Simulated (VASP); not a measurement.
# TlBr (Pm-3m) in VASP: notebook

The runs below take TlBr through single point, with PBE.

Program: VASP 6.6.1. These are calculated values, not measurements. Logs are shortened: lines on timing, memory, paths and dates and some standing lists are left out, and cuts for length are marked.

**1. The cell of the first run**

It takes space group Pm-3m (No. 221, cubic). Conventional cell: a = 3.969 Å, b = 3.969 Å, c = 3.969 Å, α = 90.00°, β = 90.00°, γ = 90.00°. Tl (site symmetry m-3m) has 8 Br at 3.44 Å and 6 Tl at 3.97 Å within 4.5 Å. Within 4.5 Å of Br (site symmetry m-3m) lie 8 Tl at 3.44 Å and 6 Br at 3.97 Å.

**2. Single point, PBE (31.27 Å³/atom)**

File INCAR:

```
PREC     = Accurate       # precision mode
ENCUT    = 500            # plane-wave cutoff, eV
EDIFF    = 1E-6           # SCF threshold, eV
ISMEAR   = 0              # smearing method
SIGMA    = 0.01           # smearing width, eV
LREAL    = False          # projectors in reciprocal space
LASPH    = True           # aspherical terms in the spheres
NELM     = 120            # most SCF steps
ALGO     = Normal         # electronic algorithm
ISIF     = 2              # what is computed and relaxed
LWAVE    = False          # write WAVECAR
LCHARG   = False          # write CHGCAR
GGA      = PE             # functional
NBANDS   = 17             # bands
GGA_COMPAT= False
```

File KPOINTS:

```
Automatic mesh
0
Gamma
  6 6 6
```

File POSCAR:

```
TlBr
1.0
    3.9694213686      0.0000000000      0.0000000000
    0.0000000000      3.9694213686      0.0000000000
    0.0000000000      0.0000000000      3.9694213686
Tl Br
1 1
Direct
    0.0000000000      0.0000000000      0.0000000000
    0.5000000000      0.5000000000      0.5000000000
```

Potentials or basis: VASP PAW PBE potentials, release 64 (Tl_d, Br).

Command:

```
> cat potpaw_PBE.64/Tl_d/POTCAR potpaw_PBE.64/Br/POTCAR > POTCAR
> mpirun -np 1 vasp_std > vasp.out
```

OUTCAR:

```text
PREC = Accurate
   ENCUT = 500
   EDIFF = 1E-6
   ISMEAR = 0
   LREAL = False
   LASPH = True
   NELM = 120
   ISIF = 2
   GGA = PE

 ion  position               nearest neighbor table
   1  0.000  0.000  0.000-   2 3.44   2 3.44   2 3.44   2 3.44   2 3.44   2 3.44   2 3.44   2 3.44

   2  0.500  0.500  0.500-   1 3.44   1 3.44   1 3.44   1 3.44   1 3.44   1 3.44   1 3.44   1 3.44

  LATTYP: Found a simple cubic cell.
 ALAT       =     3.9694213686

  Lattice vectors:

 A1 = (   3.9694213686,   0.0000000000,   0.0000000000)
 A2 = (   0.0000000000,   3.9694213686,   0.0000000000)
 A3 = (   0.0000000000,   0.0000000000,   3.9694213686)

Analysis of symmetry for initial positions (statically):
=====================================================================
 Subroutine PRICEL returns:
 Original cell was already a primitive cell.

 Routine SETGRP: Setting up the symmetry group for a
 simple cubic supercell.

 Subroutine GETGRP returns: Found 48 space group operations
 (whereof 48 operations were pure point group operations)
 out of a pool of 48 trial point group operations.

The static configuration has the point symmetry O_h .

Analysis of symmetry for dynamics (positions and initial velocities):
=====================================================================
 Subroutine PRICEL returns:
 Original cell was already a primitive cell.

 Routine SETGRP: Setting up the symmetry group for a
 simple cubic supercell.

 Subroutine GETGRP returns: Found 48 space group operations
 (whereof 48 operations were pure point group operations)
 out of a pool of 48 trial point group operations.

The dynamic configuration has the point symmetry O_h .

 Subroutine INISYM returns: Found 48 space group operations
 (whereof 48 operations are pure point group operations),
 and found     1 'primitive' translations

----------------------------------------------------------------------------------------

                                     Primitive cell

  volume of cell :      62.5434

  direct lattice vectors                    reciprocal lattice vectors
     3.969421369  0.000000000  0.000000000     0.251925887  0.000000000  0.000000000
     0.000000000  3.969421369  0.000000000     0.000000000  0.251925887  0.000000000
     0.000000000  0.000000000  3.969421369     0.000000000  0.000000000  0.251925887

  length of vectors
     3.969421369  3.969421369  3.969421369     0.251925887  0.251925887  0.251925887

  position of ions in fractional coordinates (direct lattice)
     0.000000000  0.000000000  0.000000000
     0.500000000  0.500000000  0.500000000

  ion indices of the primitive-cell ions
   primitive index   ion index
                 1           1
                 2           2

----------------------------------------------------------------------------------------

 KPOINTS: Automatic mesh

Automatic generation of k-mesh.
 Grid dimensions read from file:
 generate k-points for:    6    6    6

 Generating k-lattice:

  Cartesian coordinates                     Fractional coordinates (reciprocal lattice)
     0.041987648  0.000000000  0.000000000     0.166666667  0.000000000  0.000000000
     0.000000000  0.041987648  0.000000000     0.000000000  0.166666667  0.000000000
     0.000000000  0.000000000  0.041987648     0.000000000  0.000000000  0.166666667

  Length of vectors
     0.041987648  0.041987648  0.041987648

  Shift w.r.t. Gamma in fractional coordinates (k-lattice)
     0.000000000  0.000000000  0.000000000

 Subroutine IBZKPT returns following result:
 ===========================================

 Found     20 irreducible k-points:

 Following reciprocal coordinates:
            Coordinates               Weight
  0.000000  0.000000  0.000000      1.000000
  0.166667  0.000000  0.000000      6.000000
  0.333333  0.000000  0.000000      6.000000
  0.500000  0.000000  0.000000      3.000000
  0.166667  0.166667  0.000000     12.000000
  0.333333  0.166667  0.000000     24.000000
[... 12 lines left out ...]
  0.500000  0.500000  0.333333      6.000000
  0.500000  0.500000  0.500000      1.000000
   k-points           NKPTS =     20   k-points in BZ     NKDIM =     20   number of bands    NBANDS=     17
   number of dos      NEDOS =    301   number of ions     NIONS =      2
   total plane-waves  NPLWV =  27000
   dimension x,y,z NGX =    30 NGY =   30 NGZ =   30
   dimension x,y,z NGXF=    60 NGYF=   60 NGZF=   60
   ions per type =               1   1
   NGX,Y,Z   is equivalent  to a cutoff of  12.56, 12.56, 12.56 a.u.
   NGXF,Y,Z  is equivalent  to a cutoff of  25.13, 25.13, 25.13 a.u.
 SYSTEM =  unknown system
   PREC   = accura    normal or accurate (medium, high low for compatibility)
   ISTART =      0    job   : 0-new  1-cont  2-samecut
   ICHARG =      2    charge: 1-file 2-atom 10-const
   ISPIN  =      1    spin polarized calculation?
   LNONCOLLINEAR =      F non collinear calculations
   LSORBIT =      F    spin-orbit coupling
   LASPH  =      T    aspherical Exc in radial PAW
   ENCUT  =  500.0 eV  36.75 Ry    6.06 a.u.   7.24  7.24  7.24*2*pi/ulx,y,z
   NELM   =    120;   NELMIN=  2; NELMDL= -5     # of ELM steps
   EDIFF  = 0.1E-05   stopping-criterion for ELM
   LREAL  =      F    real-space projection
[... 7 lines left out ...]
   TEBEG  =    0.0;   TEEND  =   0.0 temperature during run
   PSTRESS=    0.0 pullay stress
   NELECT =      20.0000    total number of electrons
   NUPDOWN=      -1.0000    fix difference up-down
   EMIN   =  10.00;   EMAX   =-10.00  energy-range for DOS
   EFERMI =   0.00;   METHOD = LEGACY
   ISMEAR =     0;   SIGMA  =   0.01  broadening in eV -4-tet -1-fermi 0-gaus
   EFERMI_NEDOS =   21; number of points for ismear=-14 and -15
   IALGO  =     38    algorithm
   IMIX   =      4    mixing-type and parameters
     AMIX     =   0.40;   BMIX     =  1.00
     AMIX_MAG =   1.60;   BMIX_MAG =  1.00
  volume/ion in A,a.u.               =      31.27       211.03
  Fermi-wavevector in a.u.,A,eV,Ry     =   1.119501  2.115549 17.051928  1.253281
  Thomas-Fermi vector in A             =   2.256140
   LORBIT       =      0    0 simple, 1 ext, 2 COOP (PROOUT), +10 PAW based schemes
   GGA     = PE    functional components
   LHFCALC =     F    Hartree Fock is set to
   AEXX    =    0.0000 exact exchange contribution
   IVDW    =     0    specifies the selected vdW correction
   LEPSILON=     F    determine dielectric tensor
   LRPA    =     F    only Hartree local field effects (RPA)
 non-spin polarized calculation
 Gauss-broadening in eV      SIGMA  =   0.01
  energy-cutoff  :      500.00
  volume of cell :       62.54
 maximum number of plane-waves:      1622
 NGX is ok and might be reduce to    30
   NGX = 15   NGY = 15   NGZ = 15

 number of electron      20.0000004 magnetization

 Free energy of the ion-electron system (eV)
  ---------------------------------------------------
  ext. energy  EPLUGINS =         0.00000000
  ---------------------------------------------------
  free energy    TOTEN  =        -5.52792823 eV

  energy without entropy =       -5.52792823  energy(sigma->0) =       -5.52792823

 E-fermi :   2.5646     XC(G=0):  -9.0074

 val. band max:        2.4698209382   @ k =   0.5000   0.0000   0.0000
 cond. band min:       4.3094970721   @ k =   0.5000   0.0000   0.0000
 fundamental gap:      1.8396761339
 Fermi energy:         2.5645688757

 k-point     1 :       0.0000    0.0000    0.0000
  band No.  band energies     occupation
      1     -11.3132      2.00000
      2      -7.6524      2.00000
      3      -7.6524      2.00000
      4      -7.4716      2.00000
      5      -7.4716      2.00000
      6      -7.4716      2.00000
[... 9 lines left out ...]
     16      13.7008      0.00000
     17      15.9221      0.00000

 k-point     2 :       0.1667    0.0000    0.0000
  band No.  band energies     occupation
      1     -11.2554      2.00000
      2      -7.6497      2.00000
      3      -7.6187      2.00000
      4      -7.4873      2.00000
      5      -7.4873      2.00000
      6      -7.4702      2.00000
[... 9 lines left out ...]
     16      15.0726      0.00000
     17      15.5707      0.00000

 k-point     3 :       0.3333    0.0000    0.0000
  band No.  band energies     occupation
      1     -11.1340      2.00000
      2      -7.6444      2.00000
      3      -7.5537      2.00000
      4      -7.5184      2.00000
      5      -7.5184      2.00000
      6      -7.4674      2.00000
[... 9 lines left out ...]
     16      13.7220      0.00000
     17      15.9845      0.00000

 k-point     4 :       0.5000    0.0000    0.0000
  band No.  band energies     occupation
      1     -11.0701      2.00000
      2      -7.6417      2.00000
      3      -7.5337      2.00000
      4      -7.5337      2.00000
      5      -7.5229      2.00000
      6      -7.4661      2.00000
[... 9 lines left out ...]
     16      15.7322      0.00000
     17      16.0006      0.00000

 k-point     5 :       0.1667    0.1667    0.0000
  band No.  band energies     occupation
      1     -11.2041      2.00000
      2      -7.6322      2.00000
      3      -7.5987      2.00000
      4      -7.4968      2.00000
      5      -7.4876      2.00000
      6      -7.4827      2.00000
[... 9 lines left out ...]
     16      13.8106      0.00000
     17      14.5225      0.00000

 k-point     6 :       0.3333    0.1667    0.0000
  band No.  band energies     occupation
      1     -11.0973      2.00000
      2      -7.6217      2.00000
      3      -7.5361      2.00000
      4      -7.5149      2.00000
      5      -7.5135      2.00000
      6      -7.4806      2.00000
[... 9 lines left out ...]
     16      14.0975      0.00000
     17      14.2990      0.00000
[... 201 lines left out ...]
 k-point    17 :       0.3333    0.3333    0.3333
  band No.  band energies     occupation
      1     -10.8996      2.00000
      2      -7.5701      2.00000
      3      -7.5701      2.00000
      4      -7.5061      2.00000
      5      -7.4767      2.00000
      6      -7.4767      2.00000
[... 9 lines left out ...]
     16      13.5505      0.00000
     17      17.5017      0.00000

 k-point    18 :       0.5000    0.3333    0.3333
  band No.  band energies     occupation
      1     -10.8569      2.00000
      2      -7.5908      2.00000
      3      -7.5673      2.00000
      4      -7.5319      2.00000
      5      -7.4753      2.00000
      6      -7.4378      2.00000
[... 9 lines left out ...]
     16      14.3243      0.00000
     17      18.4123      0.00000

 k-point    19 :       0.5000    0.5000    0.3333
  band No.  band energies     occupation
      1     -10.8123      2.00000
      2      -7.5876      2.00000
      3      -7.5876      2.00000
      4      -7.5739      2.00000
      5      -7.4559      2.00000
      6      -7.4161      2.00000
[... 9 lines left out ...]
     16      14.8324      0.00000
     17      18.8176      0.00000

 k-point    20 :       0.5000    0.5000    0.5000
  band No.  band energies     occupation
      1     -10.7617      2.00000
      2      -7.6107      2.00000
      3      -7.6107      2.00000
      4      -7.6107      2.00000
      5      -7.4153      2.00000
      6      -7.4153      2.00000
[... 9 lines left out ...]
     16      15.3398      0.00000
     17      18.7676      0.00000

------------------------ aborting loop because EDIFF is reached ----------------------------------------

  FORCE on cell =-STRESS in cart. coord.  units (eV):
  Direction    XX          YY          ZZ          XY          YZ          ZX
  --------------------------------------------------------------------------------------
  -------------------------------------------------------------------------------------
  Total        0.5527267      0.5527267      0.5527267     -0.0000000      0.0000000     -0.0000000
  in kB       14.1592234     14.1592234     14.1592234     -0.0000000      0.0000000     -0.0000000
  external PRESSURE =      14.1592234 kB  Pullay stress =       0.0000000 kB

 VOLUME and BASIS-vectors are now :
 -----------------------------------------------------------------------------
  energy-cutoff  :      500.00
  volume of cell :       62.54
      direct lattice vectors                 reciprocal lattice vectors
     3.969421369  0.000000000  0.000000000     0.251925887  0.000000000  0.000000000
     0.000000000  3.969421369  0.000000000     0.000000000  0.251925887  0.000000000
     0.000000000  0.000000000  3.969421369     0.000000000  0.000000000  0.251925887

 POSITION                                       TOTAL-FORCE (eV/Angst)
 -----------------------------------------------------------------------------------
      0.00000      0.00000      0.00000         0.000000      0.000000      0.000000
      1.98471      1.98471      1.98471         0.000000      0.000000      0.000000
 -----------------------------------------------------------------------------------
    total drift:                               -0.000000     -0.000000     -0.000000

  FREE ENERGIE OF THE ION-ELECTRON SYSTEM (eV)
  ---------------------------------------------------
  free  energy   TOTEN  =        -5.5279282315 eV

  energy  without entropy=       -5.5279282315  energy(sigma->0) =       -5.52792823
```

Wall time 19 s (1 thread of AMD EPYC 7R43 (Zen 3), shared host); peak memory 0.14 GiB.

What came out:

* Free energy: -5.5279 eV
* Pressure: 1.4 GPa
* Band gap on the k mesh: 1.84 eV

Caveat: spin-orbit coupling is left out, which moves the levels of the heavy elements.

**3. Single point, PBE**

This run uses another cell than the first one, of 31.88 Å³/atom.

File INCAR:

```
PREC = Accurate
ENCUT = 500
EDIFF = 1E-6
ISMEAR = 0
SIGMA = 0.01
LREAL = False
LASPH = True
NELM = 120
ALGO = Normal
ISIF = 2
LWAVE = False
LCHARG = True
GGA = PE
LELF = True
LVHAR = True
NBANDS = 17
GGA_COMPAT = False
```

File KPOINTS:

```
regular mesh
0
Gamma
  6 6 6
```

File POSCAR:

```
TlBr
1.0
    3.9949064133      0.0000000000      0.0000000000
    0.0000000000      3.9949064133      0.0000000000
    0.0000000000      0.0000000000      3.9949064133
Tl Br
1 1
Direct
    0.0000000000      0.0000000000      0.0000000000
    0.5000000000      0.5000000000      0.5000000000
```

Potentials or basis: VASP PAW PBE potentials, release 64 (Tl_d, Br).

Command:

```
> cat potpaw_PBE.64/Tl_d/POTCAR potpaw_PBE.64/Br/POTCAR > POTCAR
> mpirun -np 1 vasp_std > vasp.out
```

Run time: 23 s. Hardware: 1 thread of AMD EPYC 7R43 (Zen 3), shared host; peak memory 0.14 GiB.

The run converged. Its results:

```
Free energy            : -5.5370 eV
Pressure               : 0.9 GPa
Band gap on the k mesh : 1.89 eV
```

Levels at points of the mesh, in eV from the valence-band top:
```
           k point  band 7  band 8  band 9  band 10  band 11  band 12  band 13  band 14
(0.00, 0.00, 0.00)   -4.62   -1.25   -1.25    -1.25     7.05     7.05     7.19     7.19
(0.50, 0.00, 0.00)   -5.47   -0.76   -0.76     0.00     1.89     5.77     5.77     8.05
(0.50, 0.50, 0.00)   -3.73   -2.85   -2.85    -0.68     4.86     4.86     7.36     7.71
(0.50, 0.50, 0.50)   -2.76   -1.86   -1.86    -1.86     2.19     2.19     2.19    12.76
```

Caveat: spin-orbit coupling is left out, which moves the levels of the heavy elements. A k mesh can miss the band edges.

**4. Single point, PBE (32.27 Å³/atom)**

This run uses another cell than the first one, of 32.27 Å³/atom.

File INCAR:

```
PREC = Accurate
ENCUT = 500
EDIFF = 1E-6
ISMEAR = 0
SIGMA = 0.01
LREAL = F
LASPH = T
NELM = 120
ALGO = Normal
ISIF = 2
LWAVE = F
LCHARG = F
GGA = PE
NBANDS = 17
GGA_COMPAT = F
```

KPOINTS is that of step 3.

File POSCAR:

```
TlBr
1.0
    4.0112078222      0.0000000000      0.0000000000
    0.0000000000      4.0112078222      0.0000000000
    0.0000000000      0.0000000000      4.0112078222
Tl Br
1 1
Direct
    0.0000000000      0.0000000000      0.0000000000
    0.5000000000      0.5000000000      0.5000000000
```

Command:

```
> cat potpaw_PBE.64/Tl_d/POTCAR potpaw_PBE.64/Br/POTCAR > POTCAR
> mpirun -np 1 vasp_std > vasp.out
```

Wall time 22 s (1 thread of AMD EPYC 7R43 (Zen 3), shared host); peak memory 0.14 GiB.

Results (log left out):

| Quantity | Value |
| --- | --- |
| Free energy | -5.5411 eV |
| Pressure | 0.6 GPa |
| Band gap on the k mesh | 1.92 eV |

Levels at points of the mesh, in eV from the valence-band top:
```tsv
k point	band 6	band 7	band 8	band 9	band 10	band 11	band 12	band 13	band 14	band 15
(0.00, 0.00, 0.00)	-9.89	-4.59	-1.20	-1.20	-1.20	7.08	7.08	7.15	7.15	7.15
(0.50, 0.00, 0.00)	-9.89	-5.39	-0.72	-0.72	0.00	1.92	5.78	5.78	8.09	10.40
(0.50, 0.50, 0.00)	-9.85	-3.70	-2.77	-2.77	-0.64	4.85	4.85	7.32	7.71	10.27
(0.50, 0.50, 0.50)	-9.84	-2.76	-1.80	-1.80	-1.80	2.24	2.24	2.24	12.69	12.69
```

Caveat: spin-orbit coupling is left out, which moves the levels of the heavy elements. A k mesh can miss the band edges.

**5. Single point, PBE**

This run uses another cell than the first one, of 33.27 Å³/atom.

File INCAR:

```
SYSTEM = TlBr
  PREC = Accurate
  ENCUT = 500
  EDIFF = 1E-6
  ISMEAR = 0
  SIGMA = 0.01
  LREAL = .False.
  LASPH = .True.
  NELM = 120
  ALGO = Normal
  ISIF = 2
  LWAVE = .False.
  LCHARG = .True.
  GGA = PE
  LELF = .True.
  LVHAR = .True.
  NBANDS = 17
  GGA_COMPAT = .False.
```

File KPOINTS:

```
regular mesh
0
Gamma
  6 6 6
  0 0 0
```

File POSCAR:

```
TlBr
1.0
    4.0521413414      0.0000000000      0.0000000000
    0.0000000000      4.0521413414      0.0000000000
    0.0000000000      0.0000000000      4.0521413414
Tl Br
1 1
Direct
    0.0000000000      0.0000000000      0.0000000000
    0.5000000000      0.5000000000      0.5000000000
```

Command:

```
> cat potpaw_PBE.64/Tl_d/POTCAR potpaw_PBE.64/Br/POTCAR > POTCAR
> mpirun -np 1 vasp_std > vasp.out
```

Run time: 22 s. Hardware: 1 thread of AMD EPYC 7R43 (Zen 3), shared host; peak memory 0.14 GiB.

The run converged. Its results:

```yaml
Free_energy: -5.5452 eV
Pressure: 0.0 GPa
Band_gap_on_the_k_mesh: 2.00 eV
```

Levels at points of the mesh, in eV from the valence-band top:
```csv
k point,band 7,band 8,band 9,band 10,band 11,band 12,band 13,band 14
"(0.00, 0.00, 0.00)",-4.52,-1.07,-1.07,-1.07,7.05,7.05,7.05,7.16
"(0.50, 0.00, 0.00)",-5.22,-0.63,-0.63,0.00,2.00,5.78,5.78,8.20
"(0.50, 0.50, 0.00)",-3.65,-2.56,-2.56,-0.54,4.82,4.82,7.23,7.73
"(0.50, 0.50, 0.50)",-2.77,-1.66,-1.66,-1.66,2.36,2.36,2.36,12.52
```

Caveat: spin-orbit coupling is left out, which moves the levels of the heavy elements.

**6. The runs side by side**

```tsv
cell	gap on the mesh (eV)	pressure (GPa)
a = 3.969 Å, 2 atoms	1.84	1.4
a = 3.995 Å, 2 atoms	1.89	0.9
a = 4.011 Å, 2 atoms	1.92	0.6
a = 4.052 Å, 2 atoms	2.00	0.0
```

Alike in all rows: task single point; level PBE; potentials or basis VASP PAW PBE potentials, release 64 (Tl_d, Br); no spin polarisation; k mesh 6 × 6 × 6; cutoff (eV) 500; smearing gaussian 0.01 eV.

Caveats: spin-orbit coupling is left out, which moves the levels of the heavy elements.

Total energies depend on the potentials used, so only differences within one code and one set of settings carry meaning.
